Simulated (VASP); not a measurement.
# SnSe (I4/mmm) in VASP: a series of runs

Runs on SnSe. Level: PBE+D3(BJ). Tasks: single point.

Program: VASP 6.6.1. These are calculated values, not measurements. Logs are shortened: lines on timing, memory, paths and dates and some standing lists are left out, and cuts for length are marked.

### Step 1. The cell of the first run

The structure is tetragonal, space group I4/mmm (No. 139). The conventional cell has a = 4.914 Å, b = 4.914 Å, c = 4.517 Å, α = 90.00°, β = 90.00°, γ = 90.00°. Sn (site symmetry 4/mmm) has 2 Se at 2.26 Å within 3.0 Å. Se (site symmetry 4/mmm) has 2 Sn at 2.26 Å within 3.0 Å.

### Step 2. Single point, PBE+D3(BJ)

The input, INCAR:

```
  PREC = Accurate
  ENCUT = 520
  EDIFF = 1E-6
  ISMEAR = 0
  SIGMA = 0.05
  LREAL = F
  LASPH = T
  NELM = 100
  ALGO = Normal
  ISIF = 2
  LWAVE = F
  LCHARG = T
  GGA = PE
  IVDW = 12
  LELF = T
  LVHAR = T
  NBANDS = 17
```

The input, KPOINTS:

```
regular mesh
0
Gamma
  12 12 12
```

The input, POSCAR:

```
SnSe
1.0
    0.0000000000      3.4747911765      2.2586142647
    3.4747911765      0.0000000000      2.2586142647
    3.4747911765      3.4747911765      0.0000000000
Sn Se
1 1
Direct
    0.0000000000      0.0000000000      0.0000000000
    0.5000000000      0.5000000000      0.5000000000
```

Potentials or basis: VASP PAW PBE potentials, release 64 (Sn_d, Se).

Run with:

```sh
> cat potpaw_PBE.64/Sn_d/POTCAR potpaw_PBE.64/Se/POTCAR > POTCAR
> mpirun -np 1 vasp_std > vasp.out
```

OUTCAR:

```text
PREC = Accurate
   ENCUT = 520
   EDIFF = 1E-6
   ISMEAR = 0
   LREAL = F
   LASPH = T
   NELM = 100
   ISIF = 2
   GGA = PE
   IVDW = 12
 IVDW          = 12

 ion  position               nearest neighbor table
   1  0.000  0.000  0.000-   2 2.26   2 2.26
   2  0.500  0.500  0.500-   1 2.26   1 2.26

  LATTYP: Found a body centered tetragonal cell.
 ALAT       =     4.9140968082
 C/A-ratio  =     0.9192388155

  Lattice vectors:

 A1 = (   0.0000000000,  -3.4747911765,  -2.2586142647)
 A2 = (   0.0000000000,   3.4747911765,  -2.2586142647)
 A3 = (   3.4747911765,   0.0000000000,   2.2586142647)

Analysis of symmetry for initial positions (statically):
=====================================================================
 Subroutine PRICEL returns:
 Original cell was already a primitive cell.

 Routine SETGRP: Setting up the symmetry group for a
 body centered tetragonal supercell.

 Subroutine GETGRP returns: Found 16 space group operations
 (whereof 16 operations were pure point group operations)
 out of a pool of 16 trial point group operations.

The static configuration has the point symmetry D_4h.

Analysis of symmetry for dynamics (positions and initial velocities):
=====================================================================
 Subroutine PRICEL returns:
 Original cell was already a primitive cell.

 Routine SETGRP: Setting up the symmetry group for a
 body centered tetragonal supercell.

 Subroutine GETGRP returns: Found 16 space group operations
 (whereof 16 operations were pure point group operations)
 out of a pool of 16 trial point group operations.

The dynamic configuration has the point symmetry D_4h.

 Subroutine INISYM returns: Found 16 space group operations
 (whereof 16 operations are pure point group operations),
 and found     1 'primitive' translations

----------------------------------------------------------------------------------------

                                     Primitive cell

  volume of cell :      54.5418

  direct lattice vectors                    reciprocal lattice vectors
     0.000000000  3.474791177  2.258614265    -0.143893539  0.143893539  0.221374676
     3.474791177  0.000000000  2.258614265     0.143893539 -0.143893539  0.221374676
     3.474791177  3.474791177  0.000000000     0.143893539  0.143893539 -0.221374676

  length of vectors
     4.144334943  4.144334943  4.914096808     0.300694942  0.300694942  0.300694942

  position of ions in fractional coordinates (direct lattice)
[... 78 lines left out ...]
   NELM   =    100;   NELMIN=  2; NELMDL= -5     # of ELM steps
   EDIFF  = 0.1E-05   stopping-criterion for ELM
   LREAL  =      F    real-space projection
   EDIFFG = 0.1E-04   stopping-criterion for IOM
   NSW    =      0    number of steps for IOM
   IBRION =     -1    ionic relax: 0-MD 1-quasi-New 2-CG
   NFREE  =      0    steps in history (QN), initial steepest desc. (CG)
   ISIF   =      2    stress and relaxation
   ISYM   =      2    0-nonsym 1-usesym 2-fastsym
   POTIM  = 0.5000    time-step for ionic-motion
   TEBEG  =    0.0;   TEEND  =   0.0 temperature during run
   PSTRESS=    0.0 pullay stress
   NELECT =      20.0000    total number of electrons
   NUPDOWN=      -1.0000    fix difference up-down
   EMIN   =  10.00;   EMAX   =-10.00  energy-range for DOS
   EFERMI =   0.00;   METHOD = LEGACY
   ISMEAR =     0;   SIGMA  =   0.05  broadening in eV -4-tet -1-fermi 0-gaus
   EFERMI_NEDOS =   21; number of points for ismear=-14 and -15
   IALGO  =     38    algorithm
   IMIX   =      4    mixing-type and parameters
     AMIX     =   0.40;   BMIX     =  1.00
     AMIX_MAG =   1.60;   BMIX_MAG =  1.00
  volume/ion in A,a.u.               =      27.27       184.03
  Fermi-wavevector in a.u.,A,eV,Ry     =   1.171768  2.214321 18.681350  1.373040
  Thomas-Fermi vector in A             =   2.308207
   LORBIT       =      0    0 simple, 1 ext, 2 COOP (PROOUT), +10 PAW based schemes
   GGA     = PE    functional components
   LHFCALC =     F    Hartree Fock is set to
   AEXX    =    0.0000 exact exchange contribution
   IVDW    =    12    specifies the selected vdW correction
   LEPSILON=     F    determine dielectric tensor
   LRPA    =     F    only Hartree local field effects (RPA)
 non-spin polarized calculation
 Gauss-broadening in eV      SIGMA  =   0.05
  energy-cutoff  :      520.00
  volume of cell :       54.54
 maximum number of plane-waves:      1487
   NGX = 15   NGY = 15   NGZ = 19

 number of electron      20.0000003 magnetization

 Free energy of the ion-electron system (eV)
  ---------------------------------------------------
  ext. energy  EPLUGINS =         0.00000000
  ---------------------------------------------------
  free energy    TOTEN  =        -4.97926518 eV

  energy without entropy =       -4.97701245  energy(sigma->0) =       -4.97813882

 E-fermi :   6.1682     XC(G=0):  -9.4051

 val. band max:        6.1626363456   @ k =  -0.3333   0.0833   0.0000
 cond. band min:       6.1741764425   @ k =   0.5000   0.0000   0.2500
 fundamental gap:      0.0115400969
 Fermi energy:         6.1681912581

 k-point     1 :       0.0000    0.0000    0.0000
  band No.  band energies     occupation
      1     -16.7421      2.00000
      2     -16.2801      2.00000
      3     -16.2801      2.00000
      4     -16.1856      2.00000
      5     -16.1701      2.00000
      6      -9.3451      2.00000
[... 457 lines left out ...]
      4     -16.1761      2.00000
      5     -16.1705      2.00000
      6      -8.6268      2.00000
[... 9 lines left out ...]
     16      16.6359      0.00000
     17      16.9258      0.00000

 [... further k-points ...]

------------------------ aborting loop because EDIFF is reached ----------------------------------------

 Edisp (eV)   -0.77050

 E8    (eV) :    -0.3481

  FORCE on cell =-STRESS in cart. coord.  units (eV):
  Direction    XX          YY          ZZ          XY          YZ          ZX
  --------------------------------------------------------------------------------------
  -------------------------------------------------------------------------------------
  Total      -0.36935    -0.36935    25.70015     0.00000     0.00000     0.00000
  in kB     -10.84962   -10.84962   754.94759     0.00000     0.00000     0.00000
  external pressure =      244.42 kB  Pullay stress =        0.00 kB

 VOLUME and BASIS-vectors are now :
 -----------------------------------------------------------------------------
  energy-cutoff  :      520.00
  volume of cell :       54.54
      direct lattice vectors                 reciprocal lattice vectors
     0.000000000  3.474791177  2.258614265    -0.143893539  0.143893539  0.221374676
     3.474791177  0.000000000  2.258614265     0.143893539 -0.143893539  0.221374676
     3.474791177  3.474791177  0.000000000     0.143893539  0.143893539 -0.221374676

 POSITION                                       TOTAL-FORCE (eV/Angst)
 -----------------------------------------------------------------------------------
      0.00000      0.00000      0.00000         0.000000      0.000000     -0.000000
      3.47479      3.47479      2.25861         0.000000      0.000000      0.000000
 -----------------------------------------------------------------------------------
    total drift:                                0.000000     -0.000000     -0.000000

  FREE ENERGIE OF THE ION-ELECTRON SYSTEM (eV)
  ---------------------------------------------------
  free  energy   TOTEN  =        -5.7497628269 eV

  energy  without entropy=       -5.7475100967  energy(sigma->0) =       -5.74863646
```

stdout:

```text
POSCAR found type information on POSCAR SnSe
 POSCAR found :  2 types and       2 ions
 scaLAPACK will be used
 LDA part: xc-table for (Slater+PW92), standard interpolation
 POSCAR, INCAR and KPOINTS ok, starting setup
 FFT: planning ... GRIDC
 FFT: planning ... GRID_SOFT
 FFT: planning ... GRID
 WAVECAR not read
 entering main loop
```

Run time: 3.3 min. Hardware: 1 thread of Intel Xeon 8259CL, shared host; peak memory 0.31 GiB.

What came out:

```
Free energy                : -5.7498 eV
Pressure                   : 24.4 GPa
Band gap on the k mesh     : zero (bands 10 and 11 overlap by 1.77 eV)
Dispersion energy per atom : -0.385 eV
```

Stress tensor (GPa, compression positive):
```
-1.08  0.00  0.00
 0.00 -1.08  0.00
 0.00  0.00 75.49
```

Caveat: the stress differs along the axes, from -1 to 75 GPa; spin-orbit coupling is left out, which moves the levels of the heavy elements.

### Step 3. Single point, PBE+D3(BJ)

This run uses another cell than the first one, of the same volume but with other edges.

The input, INCAR:

```
PREC = Accurate
ENCUT = 520
EDIFF = 1E-7
ISMEAR = 0
SIGMA = 0.05
LREAL = F
LASPH = T
NELM = 100
ALGO = Normal
ISIF = 2
LWAVE = F
LCHARG = F
GGA = PE
IVDW = 12
NBANDS = 17
```

KPOINTS is that of step 2.

The input, POSCAR:

```
SnSe
1.0
    0.0000000000      2.6294771989      3.9442157983
    2.6294771989      0.0000000000      3.9442157983
    2.6294771989      2.6294771989      0.0000000000
Sn Se
1 1
Direct
    0.0000000000      0.0000000000      0.0000000000
    0.5000000000      0.5000000000      0.5000000000
```

Potentials or basis: VASP PAW PBE potentials, release 64 (Sn_d, Se).

Run with:

```sh
> cat potpaw_PBE.64/Sn_d/POTCAR potpaw_PBE.64/Se/POTCAR > POTCAR
> mpirun -np 1 vasp_std > vasp.out
```

OUTCAR:

```text
PREC = Accurate
   ENCUT = 520
   EDIFF = 1E-7
   ISMEAR = 0
   LREAL = F
   LASPH = T
   NELM = 100
   ISIF = 2
   GGA = PE
   IVDW = 12
 IVDW          = 12

 ion  position               nearest neighbor table
   1  0.000  0.000  0.000-   2 2.63   2 2.63   2 2.63   2 2.63
   2  0.500  0.500  0.500-   1 2.63   1 2.63   1 2.63   1 2.63

  LATTYP: Found a body centered tetragonal cell.
 ALAT       =     3.7186423166
 C/A-ratio  =     2.1213203435

  Lattice vectors:

 A1 = (  -2.6294771989,   0.0000000000,   3.9442157983)
 A2 = (   2.6294771989,   0.0000000000,   3.9442157983)
 A3 = (   0.0000000000,   2.6294771989,  -3.9442157983)

Analysis of symmetry for initial positions (statically):
=====================================================================
 Subroutine PRICEL returns:
 Original cell was already a primitive cell.

 Routine SETGRP: Setting up the symmetry group for a
 body centered tetragonal supercell.

 Subroutine GETGRP returns: Found 16 space group operations
 (whereof 16 operations were pure point group operations)
 out of a pool of 16 trial point group operations.

[... 161 lines left out ...]

 E-fermi :   6.0954     XC(G=0):  -9.3945

 val. band max:        6.0898477498   @ k =   0.4167   0.0833   0.1667
 cond. band min:       6.1091314578   @ k =  -0.2500   0.0833   0.0000
 fundamental gap:      0.0192837080
 Fermi energy:         6.0954473573

 k-point     1 :       0.0000    0.0000    0.0000
  band No.  band energies     occupation
      1     -16.0639      2.00000
      2     -15.9999      2.00000
      3     -15.9896      2.00000
      4     -15.9547      2.00000
      5     -15.9547      2.00000
      6      -9.3252      2.00000
[... 457 lines left out ...]
      4     -15.9509      2.00000
      5     -15.9408      2.00000
      6      -8.3160      2.00000
[... 9 lines left out ...]
     16      16.0748      0.00000
     17      16.1376      0.00000

 [... further k-points ...]

------------------------ aborting loop because EDIFF is reached ----------------------------------------

 Edisp (eV)   -0.68959

 E8    (eV) :    -0.3074

  FORCE on cell =-STRESS in cart. coord.  units (eV):
  Direction    XX          YY          ZZ          XY          YZ          ZX
  --------------------------------------------------------------------------------------
  -------------------------------------------------------------------------------------
  Total       7.37148     7.37148    -1.48991     0.00000     0.00000     0.00000
  in kB     216.53887   216.53887   -43.76632     0.00000     0.00000     0.00000
  external pressure =      129.77 kB  Pullay stress =        0.00 kB

 VOLUME and BASIS-vectors are now :
 -----------------------------------------------------------------------------
  energy-cutoff  :      520.00
  volume of cell :       54.54
      direct lattice vectors                 reciprocal lattice vectors
     0.000000000  2.629477199  3.944215798    -0.190151868  0.190151868  0.126767912
     2.629477199  0.000000000  3.944215798     0.190151868 -0.190151868  0.126767912
     2.629477199  2.629477199  0.000000000     0.190151868  0.190151868 -0.126767912

 POSITION                                       TOTAL-FORCE (eV/Angst)
 -----------------------------------------------------------------------------------
      0.00000      0.00000      0.00000         0.000000     -0.000000      0.000000
      2.62948      2.62948      3.94422        -0.000000      0.000000      0.000000
 -----------------------------------------------------------------------------------
    total drift:                               -0.000000      0.000000      0.000000

  FREE ENERGIE OF THE ION-ELECTRON SYSTEM (eV)
  ---------------------------------------------------
  free  energy   TOTEN  =        -7.4799528721 eV

  energy  without entropy=       -7.4783053186  energy(sigma->0) =       -7.47912910
```

It took 3.5 min on 1 thread of Intel Xeon 8259CL, shared host; peak memory 0.31 GiB.

Results:

```
Free energy                : -7.4800 eV
Pressure                   : 13.0 GPa
Band gap on the k mesh     : zero (bands 10 and 11 overlap by 0.86 eV)
Dispersion energy per atom : -0.345 eV
```

Levels at points of the mesh, in eV from the Fermi level:
| k point | band 7 | band 8 | band 9 | band 10 | band 11 | band 12 | band 13 | band 14 |
| --- | --- | --- | --- | --- | --- | --- | --- | --- |
| (0.00, 0.00, 0.00) | -4.58 | -4.07 | -4.07 | -3.44 | 2.39 | 2.85 | 3.85 | 7.12 |
| (0.50, 0.00, 0.00) | -9.61 | -3.18 | -2.38 | -0.90 | 1.05 | 1.61 | 1.64 | 7.05 |
| (0.50, 0.50, 0.00) | -5.82 | -4.61 | -4.28 | -4.28 | 3.15 | 3.29 | 7.11 | 7.11 |
| (0.50, 0.00, 0.50) | -7.11 | -6.79 | -6.61 | -2.86 | 1.53 | 2.76 | 6.79 | 6.92 |

Caveat: the stress differs along the axes, from -4 to 22 GPa; spin-orbit coupling is left out, which moves the levels of the heavy elements.

(Part 1 of 2 ends here.)
